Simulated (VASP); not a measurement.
# Cu in VASP: notebook

Cu is run at these levels: LDA, PBE+D4; tasks: single point.

All numbers are computed with VASP 6.6.1; they aren't measurements. Logs are shortened: lines on timing, memory, paths and dates and some standing lists are left out, and cuts for length are marked.

## 1. The cell of the first run

The cell holds a slab with vacuum, 6 atoms: a = 2.504 Å, b = 2.504 Å, c = 24.576 Å, α = 90.00°, β = 90.00°, γ = 120.00°.

## 2. Single point, LDA

INCAR

```
SYSTEM = Cu
PREC = Accurate
ENCUT = 520
EDIFF = 1E-6
ISMEAR = -1
SIGMA = 0.05
LREAL = .False.
LASPH = .True.
NELM = 80
ALGO = Fast
ISIF = 2
LWAVE = .False.
LCHARG = .False.
NBANDS = 42
```

KPOINTS

```
regular mesh
0
Gamma
  12 12 2
  0 0 0
```

POSCAR

```
Cu
1.0
    2.5036582226      0.0000000000      0.0000000000
   -1.2518291113      2.1682316232      0.0000000000
    0.0000000000      0.0000000000     24.5755892700
Cu
6
Direct
    0.3333333333      0.6666666667      0.7103855800
    0.6666666667      0.3333333333      0.5420091400
    0.0000000000      0.0000000000      0.6262355500
    0.3333333333      0.6666666667      0.4579908600
    0.6666666667      0.3333333333      0.2896144200
    0.0000000000      0.0000000000      0.3737644500
```

Potentials or basis: VASP PAW LDA potentials, release 64 (Cu).

Command:

```
> cat potpaw_LDA.64/Cu/POTCAR > POTCAR
> mpirun -np 1 vasp_std > vasp.out
```

OUTCAR:

```text
SYSTEM = Cu
   PREC = Accurate
   ENCUT = 520
   EDIFF = 1E-6
   ISMEAR = -1
   LREAL = .False.
   LASPH = .True.
   NELM = 80
   ISIF = 2

 ion  position               nearest neighbor table
   1  0.333  0.667  0.710-   3 2.52   3 2.52   3 2.52
   2  0.667  0.333  0.542-   4 2.52   4 2.52   4 2.52   3 2.52   3 2.52   3 2.52
   3  0.000  0.000  0.626-   1 2.52   1 2.52   1 2.52   2 2.52   2 2.52   2 2.52
   4  0.333  0.667  0.458-   2 2.52   2 2.52   2 2.52   6 2.52   6 2.52   6 2.52
   5  0.667  0.333  0.290-   6 2.52   6 2.52   6 2.52
   6  0.000  0.000  0.374-   5 2.52   5 2.52   5 2.52   4 2.52   4 2.52   4 2.52

  LATTYP: Found a hexagonal cell.
 ALAT       =     2.5036582226
 C/A-ratio  =     9.8158722497

  Lattice vectors:

 A1 = (   2.5036582226,   0.0000000000,   0.0000000000)
 A2 = (  -1.2518291113,   2.1682316232,   0.0000000000)
 A3 = (   0.0000000000,   0.0000000000,  24.5755892700)

Analysis of symmetry for initial positions (statically):
=====================================================================
 Subroutine PRICEL returns:
 Original cell was already a primitive cell.

 Routine SETGRP: Setting up the symmetry group for a
 hexagonal supercell.

 Subroutine GETGRP returns: Found 12 space group operations
 (whereof 12 operations were pure point group operations)
 out of a pool of 24 trial point group operations.

The static configuration has the point symmetry D_3d.

Analysis of symmetry for dynamics (positions and initial velocities):
=====================================================================
 Subroutine PRICEL returns:
 Original cell was already a primitive cell.

 Routine SETGRP: Setting up the symmetry group for a
 hexagonal supercell.

 Subroutine GETGRP returns: Found 12 space group operations
 (whereof 12 operations were pure point group operations)
 out of a pool of 24 trial point group operations.

The dynamic configuration has the point symmetry D_3d.

 Subroutine INISYM returns: Found 12 space group operations
 (whereof 12 operations are pure point group operations),
 and found     1 'primitive' translations

----------------------------------------------------------------------------------------

                                     Primitive cell

  volume of cell :     133.4089

  direct lattice vectors                    reciprocal lattice vectors
[... 91 lines left out ...]
   LSORBIT =      F    spin-orbit coupling
   LASPH  =      T    aspherical Exc in radial PAW
   ENCUT  =  520.0 eV  38.22 Ry    6.18 a.u.   4.66  4.66 45.69*2*pi/ulx,y,z
   NELM   =     80;   NELMIN=  2; NELMDL= -5     # of ELM steps
   EDIFF  = 0.1E-05   stopping-criterion for ELM
   LREAL  =      F    real-space projection
   EDIFFG = 0.1E-04   stopping-criterion for IOM
   NSW    =      0    number of steps for IOM
   IBRION =     -1    ionic relax: 0-MD 1-quasi-New 2-CG
   NFREE  =      0    steps in history (QN), initial steepest desc. (CG)
   ISIF   =      2    stress and relaxation
   ISYM   =      2    0-nonsym 1-usesym 2-fastsym
   POTIM  = 0.5000    time-step for ionic-motion
   TEBEG  =    0.0;   TEEND  =   0.0 temperature during run
   PSTRESS=    0.0 pullay stress
   NELECT =      66.0000    total number of electrons
   NUPDOWN=      -1.0000    fix difference up-down
   EMIN   =  10.00;   EMAX   =-10.00  energy-range for DOS
   EFERMI =   0.00;   METHOD = LEGACY
   ISMEAR =    -1;   SIGMA  =   0.05  broadening in eV -4-tet -1-fermi 0-gaus
   EFERMI_NEDOS =   21; number of points for ismear=-14 and -15
   IALGO  =     68    algorithm
   IMIX   =      4    mixing-type and parameters
     AMIX     =   0.40;   BMIX     =  1.00
     AMIX_MAG =   1.60;   BMIX_MAG =  1.00
  volume/ion in A,a.u.               =      22.23       150.05
  Fermi-wavevector in a.u.,A,eV,Ry     =   1.294776  2.446772 22.809412  1.676445
  Thomas-Fermi vector in A             =   2.426337
   LORBIT       =      0    0 simple, 1 ext, 2 COOP (PROOUT), +10 PAW based schemes
   GGA     = CA    functional components
   LHFCALC =     F    Hartree Fock is set to
   AEXX    =    0.0000 exact exchange contribution
   IVDW    =     0    specifies the selected vdW correction
   LEPSILON=     F    determine dielectric tensor
   LRPA    =     F    only Hartree local field effects (RPA)
 non-spin polarized calculation
 RMM-DIIS sequential band-by-band and
  energy-cutoff  :      520.00
  volume of cell :      133.41
 maximum number of plane-waves:      3631
 NGX is ok and might be reduce to    20
   NGX =  9   NGY =  9   NGZ = 91

 number of electron      66.0000023 magnetization

 Free energy of the ion-electron system (eV)
  ---------------------------------------------------
  ext. energy  EPLUGINS =         0.00000000
  ---------------------------------------------------
  free energy    TOTEN  =       -26.98577577 eV

  energy without entropy =      -26.95803523  energy(sigma->0) =      -26.97190550

 E-fermi :   1.5932     XC(G=0):  -7.5520

 val. band max:        1.5913026765   @ k =   0.3333   0.1667   0.5000
 cond. band min:       1.6043567092   @ k =   0.2500   0.2500   0.0000
 fundamental gap:      0.0130540327
 Fermi energy:         1.5932130514

 k-point     1 :       0.0000    0.0000    0.0000
  band No.  band energies     occupation
      1      -7.9694      2.00000
      2      -7.3318      2.00000
      3      -6.3183      2.00000
      4      -5.1328      2.00000
      5      -4.2302      2.00000
      6      -3.9187      2.00000
[... 1069 lines left out ...]
     41      10.0145      0.00000
     42      10.3148      0.00000

 [... further k-points ...]
[... 5 lines left out ...]
  --------------------------------------------------------------------------------------
  -------------------------------------------------------------------------------------
  Total       -2.8795741     -2.8795741     -2.9127195      0.0000000      0.0000000      0.0000000
  in kB      -34.5823243    -34.5823243    -34.9803855      0.0000000      0.0000000      0.0000000
  external PRESSURE =     -34.7150114 kB  Pullay stress =       0.0000000 kB

 VOLUME and BASIS-vectors are now :
 -----------------------------------------------------------------------------
  energy-cutoff  :      520.00
  volume of cell :      133.41
      direct lattice vectors                 reciprocal lattice vectors
     2.503658223  0.000000000  0.000000000     0.399415540  0.230602669  0.000000000
    -1.251829111  2.168231623  0.000000000     0.000000000  0.461205339  0.000000000
     0.000000000  0.000000000 24.575589270     0.000000000  0.000000000  0.040690784

 POSITION                                       TOTAL-FORCE (eV/Angst)
 -----------------------------------------------------------------------------------
     -0.00000      1.44549     17.45814         0.000000     -0.000000     -0.288283
      1.25183      0.72274     13.32019        -0.000000     -0.000000      0.020383
      0.00000      0.00000     15.39011         0.000000      0.000000      0.010501
     -0.00000      1.44549     11.25540        -0.000000     -0.000000     -0.020383
      1.25183      0.72274      7.11745        -0.000000      0.000000      0.288283
      0.00000      0.00000      9.18548        -0.000000     -0.000000     -0.010501
 -----------------------------------------------------------------------------------
    total drift:                               -0.000000      0.000000      0.000000

  FREE ENERGIE OF THE ION-ELECTRON SYSTEM (eV)
  ---------------------------------------------------
  free  energy   TOTEN  =       -26.9857757709 eV

  energy  without entropy=      -26.9580352285  energy(sigma->0) =      -26.97190550
```

OSZICAR:

```text
N       E                     dE             d eps       ncg     rms          rms(c)
DAV:   1     0.595292048108E+03    0.59529E+03   -0.29393E+04  3192   0.236E+03
DAV:   2     0.420937888300E+02   -0.55320E+03   -0.53365E+03  3192   0.433E+02
DAV:   3    -0.300347681618E+02   -0.72129E+02   -0.66493E+02  3290   0.211E+02
[... 16 lines left out ...]
RMM:  20    -0.269857626152E+02   -0.18338E-04   -0.23142E-06  2435   0.144E-02    0.156E-03
RMM:  21    -0.269857718337E+02   -0.92185E-05   -0.88070E-07  2253   0.977E-03    0.118E-03
RMM:  22    -0.269857744676E+02   -0.26338E-05   -0.46163E-07  2147   0.821E-03    0.793E-04
RMM:  23    -0.269857756269E+02   -0.11594E-05   -0.27167E-07  2117   0.617E-03    0.732E-04
RMM:  24    -0.269857757709E+02   -0.14398E-06   -0.10783E-07  2008   0.410E-03
   1 F= -.26985776E+02 E0= -.26971905E+02  d E =-.277405E-01
```

stdout:

```text
POSCAR found type information on POSCAR Cu
 POSCAR found :  1 types and       6 ions
 scaLAPACK will be used
 LDA part: xc-table for (Slater(with rela. corr.)+CA(PZ))
 , standard interpolation
 POSCAR, INCAR and KPOINTS ok, starting setup
 FFT: planning ... GRIDC
 FFT: planning ... GRID_SOFT
 FFT: planning ... GRID
 WAVECAR not read
 entering main loop
```

It took 4.5 min on 1 thread of Intel Xeon Platinum 8488C (Sapphire Rapids), shared host; peak memory 0.28 GiB.

Results:

| Item | Value |
| --- | --- |
| Free energy | -26.9858 eV |
| Largest force | 0.288 eV/Å |
| Band gap on the k mesh | zero (band 33 reaches 5.12 eV, above the bottom of band 34 at -0.17 eV) |

Forces on the atoms (eV/Å):
```
Cu   0.000  0.000 -0.288
Cu   0.000  0.000  0.020
Cu   0.000  0.000  0.011
Cu   0.000  0.000 -0.020
Cu   0.000  0.000  0.288
Cu   0.000  0.000 -0.011
```

## 3. Single point, PBE+D4

This run uses another cell than the first one, of 23.12 Å³/atom, 1.040 times its volume.

INCAR

```
SYSTEM = Cu
PREC = Accurate
ENCUT = 520
EDIFF = 1E-6
ISMEAR = -1
SIGMA = 0.02
LREAL = .False.
LASPH = .True.
NELM = 60
ALGO = Fast
ISIF = 2
LWAVE = .False.
LCHARG = .False.
GGA = PE
IVDW = 13
NBANDS = 42
```

KPOINTS

```
Automatic mesh
0
Gamma
  12 12 2
  0 0 0
```

Changes to POSCAR since step 2:

```diff
@@ -2,5 +2,5 @@
 1.0
-    2.5036582226      0.0000000000      0.0000000000
-   -1.2518291113      2.1682316232      0.0000000000
-    0.0000000000      0.0000000000     24.5755892700
+    2.5366048722      0.0000000000      0.0000000000
+   -1.2683024361      2.1967642587      0.0000000000
+    0.0000000000      0.0000000000     24.8989893733
 Cu
```

Potentials or basis: VASP PAW PBE potentials, release 64 (Cu).

Command:

```
> cat potpaw_PBE.64/Cu/POTCAR > POTCAR
> mpirun -np 1 vasp_std > vasp.out
```

OUTCAR:

```text
SYSTEM = Cu
   PREC = Accurate
   ENCUT = 520
   EDIFF = 1E-6
   ISMEAR = -1
   LREAL = .False.
   LASPH = .True.
   NELM = 60
   ISIF = 2
   GGA = PE
   IVDW = 13

 ion  position               nearest neighbor table
   1  0.333  0.667  0.710-   3 2.56   3 2.56   3 2.56
   2  0.667  0.333  0.542-   4 2.55   4 2.55   4 2.55   3 2.56   3 2.56   3 2.56
   3  0.000  0.000  0.626-   1 2.56   1 2.56   1 2.56   2 2.56   2 2.56   2 2.56
   4  0.333  0.667  0.458-   2 2.55   2 2.55   2 2.55   6 2.56   6 2.56   6 2.56
   5  0.667  0.333  0.290-   6 2.56   6 2.56   6 2.56
   6  0.000  0.000  0.374-   5 2.56   5 2.56   5 2.56   4 2.56   4 2.56   4 2.56

  LATTYP: Found a hexagonal cell.
 ALAT       =     2.5366048722
 C/A-ratio  =     9.8158722496

  Lattice vectors:

 A1 = (   2.5366048722,   0.0000000000,   0.0000000000)
 A2 = (  -1.2683024361,   2.1967642587,   0.0000000000)
 A3 = (   0.0000000000,   0.0000000000,  24.8989893733)

Analysis of symmetry for initial positions (statically):
=====================================================================
 Subroutine PRICEL returns:
[... 184 lines left out ...]
 fundamental gap:      0.0372112453
 Fermi energy:         1.6996933259

 k-point     1 :       0.0000    0.0000    0.0000
  band No.  band energies     occupation
      1      -7.5904      2.00000
      2      -6.9678      2.00000
      3      -5.9870      2.00000
      4      -4.8222      2.00000
      5      -3.9024      2.00000
      6      -3.5702      2.00000
[... 1069 lines left out ...]
     41       9.6578      0.00000
     42       9.9982      0.00000

 [... further k-points ...]

------------------------ aborting loop because EDIFF is reached ----------------------------------------

  DFT-D4 for vdW energy calculation

  Edisp (eV):   -2.90007

  FORCE on cell =-STRESS in cart. coord.  units (eV):
  Direction    XX          YY          ZZ          XY          YZ          ZX
  --------------------------------------------------------------------------------------
  -------------------------------------------------------------------------------------
  Total      -1.68033    -1.68033    -2.25550     0.00000    -0.00000     0.00000
  in kB     -19.40386   -19.40386   -26.04571     0.00000    -0.00000     0.00000
  external pressure =      -21.62 kB  Pullay stress =        0.00 kB

 VOLUME and BASIS-vectors are now :
 -----------------------------------------------------------------------------
  energy-cutoff  :      520.00
  volume of cell :      138.75
      direct lattice vectors                 reciprocal lattice vectors
     2.536604872  0.000000000  0.000000000     0.394227738  0.227607490  0.000000000
    -1.268302436  2.196764259  0.000000000     0.000000000  0.455214981  0.000000000
     0.000000000  0.000000000 24.898989373     0.000000000  0.000000000  0.040162273

 POSITION                                       TOTAL-FORCE (eV/Angst)
 -----------------------------------------------------------------------------------
     -0.00000      1.46451     17.68788         0.000000     -0.000000     -0.171003
      1.26830      0.73225     13.49548        -0.000000      0.000000      0.020043
      0.00000      0.00000     15.59263        -0.000000     -0.000000     -0.063114
     -0.00000      1.46451     11.40351         0.000000      0.000000     -0.020043
      1.26830      0.73225      7.21111        -0.000000      0.000000      0.171003
      0.00000      0.00000      9.30636        -0.000000      0.000000      0.063114
 -----------------------------------------------------------------------------------
    total drift:                               -0.000000      0.000000      0.000000

  FREE ENERGIE OF THE ION-ELECTRON SYSTEM (eV)
  ---------------------------------------------------
  free  energy   TOTEN  =       -24.3147977173 eV

  energy  without entropy=      -24.3071027997  energy(sigma->0) =      -24.31095026
```

stdout:

```text
POSCAR found type information on POSCAR Cu
 POSCAR found :  1 types and       6 ions
 scaLAPACK will be used
 LDA part: xc-table for (Slater+PW92), standard interpolation
 POSCAR, INCAR and KPOINTS ok, starting setup
 FFT: planning ... GRIDC
 FFT: planning ... GRID_SOFT
 FFT: planning ... GRID
 WAVECAR not read
 entering main loop
```

Run time: 6.5 min. Hardware: 1 thread of AMD EPYC 7R43 (Zen 3), shared host; peak memory 0.3 GiB.

Results:

```
Free energy                : -24.3148 eV
Largest force              : 0.171 eV/Å
Band gap on the k mesh     : zero (band 33 reaches 5.11 eV, above the bottom of band 34 at -0.02 eV)
Dispersion energy per atom : -0.483 eV
```

Forces in eV/Å, atoms in the order of the input:
```
Cu   0.000  0.000 -0.171
Cu   0.000  0.000  0.020
Cu   0.000  0.000 -0.063
Cu   0.000  0.000 -0.020
Cu   0.000  0.000  0.171
Cu   0.000  0.000  0.063
```

## 4. Single point, PBE+D4

This run uses another cell than the first one, of 23.57 Å³/atom, 1.060 times its volume.

INCAR

```
SYSTEM = Cu
PREC = Accurate ; ENCUT = 520
EDIFF = 1E-6 ; ISMEAR = -1
SIGMA = 0.02 ; LREAL = .FALSE.
LASPH = .TRUE. ; NELM = 80
ALGO = Fast ; ISIF = 2
LWAVE = .FALSE. ; LCHARG = .FALSE.
GGA = PE ; IVDW = 13
NBANDS = 42
```

KPOINTS

```
regular mesh
0
G
  12 12 2
  0 0 0
```

Changes to POSCAR since step 3:

```diff
@@ -2,5 +2,5 @@
 1.0
-    2.5366048722      0.0000000000      0.0000000000
-   -1.2683024361      2.1967642587      0.0000000000
-    0.0000000000      0.0000000000     24.8989893733
+    2.5527620267      0.0000000000      0.0000000000
+   -1.2763810134      2.2107567650      0.0000000000
+    0.0000000000      0.0000000000     25.0575859383
 Cu
```

Command:

```
> cat potpaw_PBE.64/Cu/POTCAR > POTCAR
> mpirun -np 1 vasp_std > vasp.out
```

Run time: 6.9 min. Hardware: 1 thread of AMD EPYC 7R43 (Zen 3), shared host; peak memory 0.3 GiB.

Results (log left out):

| Property | Result |
| --- | --- |
| Free energy | -24.2699 eV |
| Largest force | 0.263 eV/Å |
| Band gap on the k mesh | zero (band 33 reaches 4.95 eV, above the bottom of band 34 at -0.11 eV) |
| Dispersion energy per atom | -0.475 eV |

Forces on the atoms (eV/Å):
```
Cu   0.000  0.000 -0.263
Cu   0.000  0.000  0.020
Cu   0.000  0.000 -0.064
Cu   0.000  0.000 -0.020
Cu   0.000  0.000  0.263
Cu   0.000  0.000  0.064
```

Levels at points of the mesh, in eV from the Fermi level:
```csv
k point,band 31,band 32,band 33,band 34,band 35,band 36
"(0.00, 0.00, 0.00)",-1.92,-1.76,-1.76,-1.69,-1.69,-1.00
"(0.50, 0.00, 0.00)",-0.53,0.21,0.78,1.14,1.39,1.47
"(0.00, 0.00, 0.50)",-1.92,-1.76,-1.76,-1.69,-1.69,-1.00
"(0.50, 0.00, 0.50)",-0.53,0.21,0.78,1.14,1.39,1.47
```

## 5. The runs side by side

```tsv
level	potentials or basis	cell	smearing	gap on the mesh (eV)	largest force (eV/Å)
LDA	VASP PAW LDA potentials, release 64 (Cu)	a = 2.504, b = 2.504, c = 24.576 Å, angles 90.0, 90.0, 120.0°, 6 atoms	fermi-dirac 0.05 eV	none	0.29
PBE+D4	VASP PAW PBE potentials, release 64 (Cu)	a = 2.537, b = 2.537, c = 24.899 Å, angles 90.0, 90.0, 120.0°, 6 atoms	fermi-dirac 0.02 eV	none	0.17
PBE+D4	VASP PAW PBE potentials, release 64 (Cu)	a = 2.553, b = 2.553, c = 25.058 Å, angles 90.0, 90.0, 120.0°, 6 atoms	fermi-dirac 0.02 eV	none	0.26
```

Alike in all rows: task single point; no spin polarisation; k mesh 12 × 12 × 2; cutoff (eV) 520.

Absolute energies hang on the potentials; compare differences alone.
